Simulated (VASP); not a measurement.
# Pd (Pm-3n) in VASP: single point with BLYP

Aim: the single point of Pd with BLYP.

Everything below comes from runs of VASP 6.6.1. Logs are shortened: lines on timing, memory, paths and dates and some standing lists are left out, and cuts for length are marked.

### 1 The cell of the first run

The structure is cubic, space group Pm-3n (No. 223). The conventional cell has a = 5.126 Å, b = 5.126 Å, c = 5.126 Å, α = 90.00°, β = 90.00°, γ = 90.00°. Pd (site symmetry m-3) has 12 Pd at 2.87 Å within 3.8 Å. Within 3.4 Å of Pd (site symmetry -4m2) lie 14 Pd at 2.56 to 3.14 Å.

### 2 Single point, BLYP

File INCAR:

```
PREC = Accurate ; ENCUT = 500
EDIFF = 1E-6 ; ISMEAR = -1
SIGMA = 0.1 ; LREAL = False
LASPH = True ; NELM = 120
ALGO = Normal ; ISIF = 2
LWAVE = False ; LCHARG = False
GGA = B5 ; ALDAX = 1.0
AGGAX = 1.0 ; AGGAC = 1.0
ALDAC = 0.0 ; NBANDS = 50
GGA_COMPAT = False
```

File KPOINTS:

```
regular mesh
0
Gamma
  7 7 7
```

File POSCAR:

```
Pd
1.0
    5.1261543439      0.0000000000      0.0000000000
    0.0000000000      5.1261543439      0.0000000000
    0.0000000000      0.0000000000      5.1261543439
Pd
8
Direct
    1.0000000000      0.0000000000      1.0000000000
    0.5000000000      0.5000000000      0.5000000000
    0.2500000000      0.0000000000      0.5000000000
    0.7500000000      1.0000000000      0.5000000000
    0.5000000000      0.2500000000      0.0000000000
    0.5000000000      0.7500000000      1.0000000000
    0.0000000000      0.5000000000      0.2500000000
    0.0000000000      0.5000000000      0.7500000000
```

Potentials or basis: VASP PAW PBE potentials, release 64 (Pd).

The run is started by

```console
> cat potpaw_PBE.64/Pd/POTCAR > POTCAR
> mpirun -np 1 vasp_std > vasp.out
```

OUTCAR:

```text
PREC = Accurate
   ENCUT = 500
   EDIFF = 1E-6
   ISMEAR = -1
   LREAL = False
   LASPH = True
   NELM = 120
   ISIF = 2
   GGA = B5

 ion  position               nearest neighbor table
   1  0.000  0.000  0.000-   3 2.87   4 2.87   5 2.87   6 2.87   7 2.87   8 2.87   3 2.87   4 2.87
                             7 2.87   8 2.87   5 2.87   6 2.87
   2  0.500  0.500  0.500-   3 2.87   4 2.87   5 2.87   6 2.87   7 2.87   8 2.87   5 2.87   6 2.87
                             3 2.87   4 2.87   7 2.87   8 2.87
   3  0.250  0.000  0.500-   4 2.56   4 2.56   1 2.87   1 2.87   2 2.87   2 2.87   8 3.14   5 3.14
                             5 3.14   6 3.14   6 3.14   7 3.14   8 3.14   7 3.14
   4  0.750  0.000  0.500-   3 2.56   3 2.56   1 2.87   1 2.87   2 2.87   2 2.87   8 3.14   5 3.14
                             5 3.14   6 3.14   6 3.14   7 3.14   8 3.14   7 3.14
   5  0.500  0.250  0.000-   6 2.56   6 2.56   1 2.87   2 2.87   2 2.87   1 2.87   8 3.14   4 3.14
                             3 3.14   4 3.14   3 3.14   7 3.14   7 3.14   8 3.14
   6  0.500  0.750  0.000-   5 2.56   5 2.56   1 2.87   2 2.87   2 2.87   1 2.87   8 3.14   4 3.14
                             3 3.14   4 3.14   3 3.14   7 3.14   7 3.14   8 3.14
   7  0.000  0.500  0.250-   8 2.56   8 2.56   1 2.87   2 2.87   1 2.87   2 2.87   3 3.14   4 3.14
                             5 3.14   3 3.14   4 3.14   6 3.14   5 3.14   6 3.14
   8  0.000  0.500  0.750-   7 2.56   7 2.56   1 2.87   2 2.87   1 2.87   2 2.87   3 3.14   4 3.14
                             5 3.14   3 3.14   4 3.14   6 3.14   5 3.14   6 3.14

  LATTYP: Found a simple cubic cell.
 ALAT       =     5.1261543439

  Lattice vectors:

 A1 = (   5.1261543439,   0.0000000000,   0.0000000000)
 A2 = (   0.0000000000,   5.1261543439,   0.0000000000)
 A3 = (   0.0000000000,   0.0000000000,   5.1261543439)

Analysis of symmetry for initial positions (statically):
=====================================================================
 Subroutine PRICEL returns:
 Original cell was already a primitive cell.

 Routine SETGRP: Setting up the symmetry group for a
 simple cubic supercell.

 Subroutine GETGRP returns: Found 48 space group operations
 (whereof 24 operations were pure point group operations)
 out of a pool of 48 trial point group operations.

The static configuration has the point symmetry T_h .
 The point group associated with its full space group is O_h .

Analysis of symmetry for dynamics (positions and initial velocities):
=====================================================================
 Subroutine PRICEL returns:
 Original cell was already a primitive cell.

[... 122 lines left out ...]
   ISYM   =      2    0-nonsym 1-usesym 2-fastsym
   POTIM  = 0.5000    time-step for ionic-motion
   TEBEG  =    0.0;   TEEND  =   0.0 temperature during run
   PSTRESS=    0.0 pullay stress
   NELECT =      80.0000    total number of electrons
   NUPDOWN=      -1.0000    fix difference up-down
   EMIN   =  10.00;   EMAX   =-10.00  energy-range for DOS
   EFERMI =   0.00;   METHOD = LEGACY
   ISMEAR =    -1;   SIGMA  =   0.10  broadening in eV -4-tet -1-fermi 0-gaus
   EFERMI_NEDOS =   21; number of points for ismear=-14 and -15
   IALGO  =     38    algorithm
   IMIX   =      4    mixing-type and parameters
     AMIX     =   0.40;   BMIX     =  1.00
     AMIX_MAG =   1.60;   BMIX_MAG =  1.00
  volume/ion in A,a.u.               =      16.84       113.63
  Fermi-wavevector in a.u.,A,eV,Ry     =   1.376089  2.600431 25.764272  1.893621
  Thomas-Fermi vector in A             =   2.501365
   LORBIT       =      0    0 simple, 1 ext, 2 COOP (PROOUT), +10 PAW based schemes
   GGA     = B5    functional components
   LHFCALC =     F    Hartree Fock is set to
   AEXX    =    0.0000 exact exchange contribution
   IVDW    =     0    specifies the selected vdW correction
   LEPSILON=     F    determine dielectric tensor
   LRPA    =     F    only Hartree local field effects (RPA)
 non-spin polarized calculation
  energy-cutoff  :      500.00
  volume of cell :      134.70
 maximum number of plane-waves:      3447
 NGX is ok and might be reduce to    40
   NGX = 19   NGY = 19   NGZ = 19

 number of electron      79.9999997 magnetization

 Free energy of the ion-electron system (eV)
  ---------------------------------------------------
  ext. energy  EPLUGINS =         0.00000000
  ---------------------------------------------------
  free energy    TOTEN  =       -34.47430256 eV

  energy without entropy =      -34.01659670  energy(sigma->0) =      -34.24544963

 E-fermi :   8.2414     XC(G=0): -11.7506

 val. band max:        8.2346593563   @ k =   0.4286   0.4286   0.0000
 cond. band min:       8.2514533100   @ k =   0.2857   0.1429   0.1429
 fundamental gap:      0.0167939537
 Fermi energy:         8.2414122642

 k-point     1 :       0.0000    0.0000    0.0000
  band No.  band energies     occupation
      1       2.1645      2.00000
      2       3.6709      2.00000
      3       3.6709      2.00000
      4       4.3422      2.00000
      5       4.4921      2.00000
      6       4.4921      2.00000
[... 1049 lines left out ...]
     49      19.6790      0.00000
     50      19.6867      0.00000

------------------------ aborting loop because EDIFF is reached ----------------------------------------

  FORCE on cell =-STRESS in cart. coord.  units (eV):
  Direction    XX          YY          ZZ          XY          YZ          ZX
  --------------------------------------------------------------------------------------
  -------------------------------------------------------------------------------------
  Total        0.1410235      0.1410235      0.1410235     -0.0000000     -0.0000000      0.0000000
  in kB        1.6773631      1.6773631      1.6773631     -0.0000000     -0.0000000      0.0000000
  external PRESSURE =       1.6773631 kB  Pullay stress =       0.0000000 kB

 VOLUME and BASIS-vectors are now :
 -----------------------------------------------------------------------------
  energy-cutoff  :      500.00
  volume of cell :      134.70
      direct lattice vectors                 reciprocal lattice vectors
     5.126154344  0.000000000  0.000000000     0.195078012  0.000000000  0.000000000
     0.000000000  5.126154344  0.000000000     0.000000000  0.195078012  0.000000000
     0.000000000  0.000000000  5.126154344     0.000000000  0.000000000  0.195078012

 POSITION                                       TOTAL-FORCE (eV/Angst)
 -----------------------------------------------------------------------------------
      0.00000      0.00000      0.00000         0.000000      0.000000      0.000000
      2.56308      2.56308      2.56308         0.000000      0.000000      0.000000
      1.28154      0.00000      2.56308        -0.000000     -0.000000      0.000000
      3.84462      0.00000      2.56308         0.000000     -0.000000     -0.000000
      2.56308      1.28154      0.00000        -0.000000      0.000000     -0.000000
      2.56308      3.84462      0.00000        -0.000000     -0.000000      0.000000
      0.00000      2.56308      1.28154         0.000000      0.000000      0.000000
      0.00000      2.56308      3.84462         0.000000      0.000000      0.000000
 -----------------------------------------------------------------------------------
    total drift:                               -0.000000     -0.000000      0.000000

  FREE ENERGIE OF THE ION-ELECTRON SYSTEM (eV)
  ---------------------------------------------------
  free  energy   TOTEN  =       -34.4743025592 eV

  energy  without entropy=      -34.0165966986  energy(sigma->0) =      -34.24544963
```

It took 4.3 min on 1 thread of Intel Xeon 8259CL, shared host; peak memory 0.28 GiB.

What came out:

```
Free energy            : -34.4743 eV
Pressure               : 0.2 GPa
Band gap on the k mesh : zero (bands 40 and 41 overlap by 0.19 eV)
```

Levels at points of the mesh, in eV from the Fermi level:
| k point | band 37 | band 38 | band 39 | band 40 | band 41 | band 42 | band 43 | band 44 |
| --- | --- | --- | --- | --- | --- | --- | --- | --- |
| (0.00, 0.00, 0.00) | -0.24 | -0.24 | -0.02 | -0.02 | -0.02 | 2.44 | 2.44 | 2.44 |

Caveat: the PAW data sets were made with another functional, which shifts forces and pressure a little.
